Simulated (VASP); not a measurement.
# ZnO (P6_3mc) in VASP: further runs

The runs below take ZnO through relaxation of the atoms, with PBE.

Program: VASP 6.6.1. These are calculated values, not measurements. Logs are shortened: lines on timing, memory, paths and dates and some standing lists are left out, and cuts for length are marked.

## Step 1: The cell of the first run

The structure is hexagonal, space group P6_3mc (No. 186). Conventional cell: a = 3.249 Å, b = 3.249 Å, c = 5.360 Å, α = 90.00°, β = 90.00°, γ = 120.00°. Within 2.6 Å of Zn (site symmetry 3m) lie 4 O at 1.98 to 2.04 Å. O (site symmetry 3m) has 4 Zn at 1.98 to 2.04 Å within 2.6 Å.

## Step 2: Relaxation of the atoms, PBE (z stretched by +3 %)

File INCAR:

```
SYSTEM = ZnO
PREC = Accurate
ENCUT = 520
EDIFF = 1E-6
ISMEAR = -1
SIGMA = 0.02
LREAL = .False.
LASPH = .True.
NELM = 100
ALGO = Normal
ISIF = 2
LWAVE = .False.
LCHARG = .False.
GGA = PE
IBRION = 2
NSW = 80
EDIFFG = -0.02
```

File KPOINTS:

```
Automatic mesh
0
Gamma
  11 11 6
  0 0 0
```

File POSCAR:

```
ZnO
1.0
    3.2494000000      0.0000000000      0.0000000000
   -1.6247000000      2.8140629471      0.0000000000
    0.0000000000      0.0000000000      5.3599140000
Zn O
2 2
Direct
    0.3333333333      0.6666666667      0.0004799578
    0.6666666667      0.3333333333      0.5004799578
    0.3333333333      0.6666666667      0.3816200422
    0.6666666667      0.3333333333      0.8816200422
```

Potentials or basis: VASP PAW PBE potentials, release 64 (Zn, O).

The run is started by

```
$ cat potpaw_PBE.64/Zn/POTCAR potpaw_PBE.64/O/POTCAR > POTCAR
$ mpirun -np 1 vasp_std > vasp.out
```

OUTCAR:

```text
SYSTEM = ZnO
   PREC = Accurate
   ENCUT = 520
   EDIFF = 1E-6
   ISMEAR = -1
   LREAL = .False.
   LASPH = .True.
   NELM = 100
   ISIF = 2
   GGA = PE
   IBRION = 2
   NSW = 80
   EDIFFG = -0.02

 ion  position               nearest neighbor table
   1  0.333  0.667  0.000-   4 1.98   4 1.98   4 1.98   3 2.04
   2  0.667  0.333  0.500-   3 1.98   3 1.98   3 1.98   4 2.04
   3  0.333  0.667  0.382-   2 1.98   2 1.98   2 1.98   1 2.04
   4  0.667  0.333  0.882-   1 1.98   1 1.98   1 1.98   2 2.04

  LATTYP: Found a hexagonal cell.
 ALAT       =     3.2494000000
 C/A-ratio  =     1.6495088324

  Lattice vectors:

 A1 = (   3.2494000000,   0.0000000000,   0.0000000000)
 A2 = (  -1.6247000000,   2.8140629471,   0.0000000000)
 A3 = (   0.0000000000,   0.0000000000,   5.3599140000)

Analysis of symmetry for initial positions (statically):
=====================================================================
 Subroutine PRICEL returns:
 Original cell was already a primitive cell.

 Routine SETGRP: Setting up the symmetry group for a
 hexagonal supercell.

 Subroutine GETGRP returns: Found 12 space group operations
 (whereof  6 operations were pure point group operations)
 out of a pool of 24 trial point group operations.

The static configuration has the point symmetry C_3v.
 The point group associated with its full space group is C_6v.

Analysis of symmetry for dynamics (positions and initial velocities):
=====================================================================
 Subroutine PRICEL returns:
 Original cell was already a primitive cell.

 Routine SETGRP: Setting up the symmetry group for a
 hexagonal supercell.

 Subroutine GETGRP returns: Found 12 space group operations
 (whereof  6 operations were pure point group operations)
 out of a pool of 24 trial point group operations.

The dynamic configuration has the point symmetry C_3v.
 The point group associated with its full space group is C_6v.

 Subroutine INISYM returns: Found 12 space group operations
 (whereof  6 operations are pure point group operations),
 and found     1 'primitive' translations

----------------------------------------------------------------------------------------

                                     Primitive cell

  volume of cell :      49.0111

  direct lattice vectors                    reciprocal lattice vectors
[... 96 lines left out ...]
   NFREE  =      1    steps in history (QN), initial steepest desc. (CG)
   ISIF   =      2    stress and relaxation
   ISYM   =      2    0-nonsym 1-usesym 2-fastsym
   POTIM  = 0.5000    time-step for ionic-motion
   TEBEG  =    0.0;   TEEND  =   0.0 temperature during run
   PSTRESS=    0.0 pullay stress
   NELECT =      36.0000    total number of electrons
   NUPDOWN=      -1.0000    fix difference up-down
   EMIN   =  10.00;   EMAX   =-10.00  energy-range for DOS
   EFERMI =   0.00;   METHOD = LEGACY
   ISMEAR =    -1;   SIGMA  =   0.02  broadening in eV -4-tet -1-fermi 0-gaus
   EFERMI_NEDOS =   21; number of points for ismear=-14 and -15
   IALGO  =     38    algorithm
   IMIX   =      4    mixing-type and parameters
     AMIX     =   0.40;   BMIX     =  1.00
     AMIX_MAG =   1.60;   BMIX_MAG =  1.00
  volume/ion in A,a.u.               =      12.25        82.69
  Fermi-wavevector in a.u.,A,eV,Ry     =   1.477103  2.791320 29.685637  2.181833
  Thomas-Fermi vector in A             =   2.591548
   LORBIT       =      0    0 simple, 1 ext, 2 COOP (PROOUT), +10 PAW based schemes
   GGA     = PE    functional components
   LHFCALC =     F    Hartree Fock is set to
   AEXX    =    0.0000 exact exchange contribution
   IVDW    =     0    specifies the selected vdW correction
   LEPSILON=     F    determine dielectric tensor
   LRPA    =     F    only Hartree local field effects (RPA)
 conjugate gradient relaxation of ions
 non-spin polarized calculation
  energy-cutoff  :      520.00
  volume of cell :       49.01
 maximum number of plane-waves:      1342
   NGX = 13   NGY = 13   NGZ = 19

--------------------------------------- Ionic step        1  -------------------------------------------

 number of electron      36.0000063 magnetization

 Free energy of the ion-electron system (eV)
  ---------------------------------------------------
  ext. energy  EPLUGINS =         0.00000000
  ---------------------------------------------------
  free energy    TOTEN  =       -17.84398239 eV

  energy without entropy =      -17.84398239  energy(sigma->0) =      -17.84398239

------------------------ aborting loop because EDIFF is reached ----------------------------------------

  FORCE on cell =-STRESS in cart. coord.  units (eV):
  Direction    XX          YY          ZZ          XY          YZ          ZX
  --------------------------------------------------------------------------------------
  -------------------------------------------------------------------------------------
  Total        1.1257993      1.1257993     -0.4832822     -0.0000000      0.0000000      0.0000000
  in kB       36.8024525     36.8024525    -15.7985249     -0.0000000      0.0000000      0.0000000
  external PRESSURE =      19.2687934 kB  Pullay stress =       0.0000000 kB
[... 63 lines left out ...]
--------------------------------------- Ionic step        3  -------------------------------------------

 number of electron      36.0000039 magnetization

 Free energy of the ion-electron system (eV)
  ---------------------------------------------------
  ext. energy  EPLUGINS =         0.00000000
  ---------------------------------------------------
  free energy    TOTEN  =       -17.85304393 eV

  energy without entropy =      -17.85304393  energy(sigma->0) =      -17.85304393

 E-fermi :   1.3245     XC(G=0): -10.7592

 val. band max:        0.9591843062   @ k =   0.0000   0.0000   0.0000
 cond. band min:       1.6641374649   @ k =   0.0000   0.0000   0.0000
 fundamental gap:      0.7049531588
 Fermi energy:         1.3245290489

 k-point     1 :       0.0000    0.0000    0.0000
  band No.  band energies     occupation
      1     -16.9163      2.00000
      2     -16.2670      2.00000
      3      -4.6344      2.00000
      4      -4.6030      2.00000
      5      -4.6030      2.00000
      6      -4.5648      2.00000
[... 589 lines left out ...]
     21       9.2969      0.00000
     22      10.8985      0.00000

 [... further k-points ...]

------------------------ aborting loop because EDIFF is reached ----------------------------------------

  FORCE on cell =-STRESS in cart. coord.  units (eV):
  Direction    XX          YY          ZZ          XY          YZ          ZX
  --------------------------------------------------------------------------------------
  -------------------------------------------------------------------------------------
  Total        0.7425345      0.7425345      0.0200684      0.0000000      0.0000000      0.0000000
  in kB       24.2735018     24.2735018      0.6560365      0.0000000      0.0000000      0.0000000
  external PRESSURE =      16.4010134 kB  Pullay stress =       0.0000000 kB
[... 19 lines left out ...]
  FREE ENERGIE OF THE ION-ELECTRON SYSTEM (eV)
  ---------------------------------------------------
  free  energy   TOTEN  =       -17.8530439296 eV

  energy  without entropy=      -17.8530439295  energy(sigma->0) =      -17.85304393

 reached required accuracy - stopping structural energy minimisation
```

OSZICAR:

```text
N       E                     dE             d eps       ncg     rms          rms(c)
DAV:   1     0.289421472861E+03    0.28942E+03   -0.19022E+04  2840   0.237E+03
DAV:   2     0.926022847838E+01   -0.28016E+03   -0.26868E+03  3038   0.441E+02
[... 25 lines left out ...]
DAV:   2    -0.178531801429E+02   -0.48288E-02   -0.49939E-02  3050   0.196E+00    0.170E-01
DAV:   3    -0.178530878970E+02    0.92246E-04   -0.27867E-04  3432   0.246E-01    0.110E-01
DAV:   4    -0.178530386108E+02    0.49286E-04   -0.21197E-04  3100   0.181E-01    0.127E-02
DAV:   5    -0.178530458295E+02   -0.72187E-05   -0.78085E-05  2828   0.682E-02    0.119E-02
DAV:   6    -0.178530440225E+02    0.18070E-05   -0.18351E-06  2002   0.183E-02    0.436E-03
DAV:   7    -0.178530439296E+02    0.92988E-07   -0.22770E-06  2138   0.209E-02
   3 F= -.17853044E+02 E0= -.17853044E+02  d E =-.906154E-02
```

Wall time 2.5 min (1 thread of AMD EPYC 7R13, shared host); peak memory 0.17 GiB.

Results:

```
Free energy                  : -17.8530 eV
Energy gained by relaxing    : 2.3 meV/atom
Ionic steps                  : 3
Pressure after relaxing      : 1.6 GPa
Largest force after relaxing : 0.004 eV/Å
Band gap on the k mesh       : 0.70 eV
```

Forces in eV/Å, atoms in the order of the input:
```
Zn   0.000  0.000 -0.004
Zn   0.000  0.000 -0.004
O    0.000  0.000  0.004
O    0.000  0.000  0.004
```

Stress tensor (GPa, compression positive):
```
2.43 0.00 0.00
0.00 2.43 0.00
0.00 0.00 0.07
```

Step by step:
| step | energy change (eV) | largest force (eV/Å) | pressure (GPa) |
| --- | --- | --- | --- |
| 1 | 0.0000 | 0.2178 | 1.93 |
| 2 | -0.0069 | 0.1106 | 1.74 |
| 3 | -0.0091 | 0.0043 | 1.64 |

Final structure:
```cif
data_structure
_symmetry_space_group_name_H-M 'P 1'
_symmetry_Int_Tables_number 1
_cell_length_a 3.2494
_cell_length_b 3.2494
_cell_length_c 5.3599
_cell_angle_alpha 90.000
_cell_angle_beta 90.000
_cell_angle_gamma 120.000
_cell_volume 49.01
loop_
_atom_site_label
_atom_site_type_symbol
_atom_site_fract_x
_atom_site_fract_y
_atom_site_fract_z
_atom_site_occupancy
Zn1 Zn 0.33333 0.66667 0.00426 1
Zn2 Zn 0.66667 0.33333 0.50426 1
O1 O 0.33333 0.66667 0.37784 1
O2 O 0.66667 0.33333 0.87784 1
```

Caveat: the cell differs from its parent crystal (z stretched by +3 %).

## Step 3: Relaxation of the atoms, PBE (z stretched by -3 %)

File INCAR:

```
SYSTEM = ZnO
PREC = Accurate ; ENCUT = 520
EDIFF = 1E-7 ; ISMEAR = -1
SIGMA = 0.02 ; LREAL = .FALSE.
LASPH = .TRUE. ; NELM = 120
ALGO = Normal ; ISIF = 2
LWAVE = .FALSE. ; LCHARG = .FALSE.
GGA = PE ; IBRION = 2
NSW = 80 ; EDIFFG = -0.02
GGA_COMPAT = .FALSE. ; NELMIN = 4
```

File KPOINTS:

```
regular mesh
0
G
  11 11 6
  0 0 0
```

Edit POSCAR of step 2 so:

```diff
@@ -4,3 +4,3 @@
    -1.6247000000      2.8140629471      0.0000000000
-    0.0000000000      0.0000000000      5.3599140000
+    0.0000000000      0.0000000000      5.0476860000
 Zn O
```

Potentials or basis: VASP PAW PBE potentials, release 64 (Zn, O).

The run is started by

```
$ cat potpaw_PBE.64/Zn/POTCAR potpaw_PBE.64/O/POTCAR > POTCAR
$ mpirun -np 1 vasp_std > vasp.out
```

It took 1.7 min on 1 thread of AMD EPYC 7R43 (Zen 3), shared host; peak memory 0.16 GiB.

It converged, with:

```
Free energy               : -17.7348 eV
Energy gained by relaxing : 4.3 meV/atom
Ionic steps               : 3
Pressure after relaxing   : 10.8 GPa
Band gap on the k mesh    : 0.87 eV
```

Stress tensor (GPa, compression positive):
```
 9.83  0.00  0.00
 0.00  9.83  0.00
 0.00  0.00 12.80
```

The path:
```csv
step,energy change (eV),largest force (eV/Å),pressure (GPa)
1,0.0000,0.3872,11.25
2,-0.0166,0.0701,10.88
3,-0.0172,0.0009,10.82
```

Final structure:
```xyz
4
Lattice="3.2494 0.0000 0.0000 -1.6247 2.8141 0.0000 0.0000 0.0000 5.0477" Properties=species:S:1:pos:R:3 pbc="T T T"
Zn    0.0000    1.8760    5.0265
Zn    1.6247    0.9380    2.5026
O     0.0000    1.8760    1.9499
O     1.6247    0.9380    4.4738
```

Levels at points of the mesh, in eV from the valence-band top:
```csv
k point,band 16,band 17,band 18,band 19,band 20,band 21
"(0.00, 0.00, 0.00)",-0.12,0.00,0.00,0.87,5.19,8.62
"(0.00, 0.00, 0.50)",-0.41,-0.41,-0.41,3.59,3.59,10.40
```

Caveat: the cell differs from its parent crystal (z stretched by -3 %).
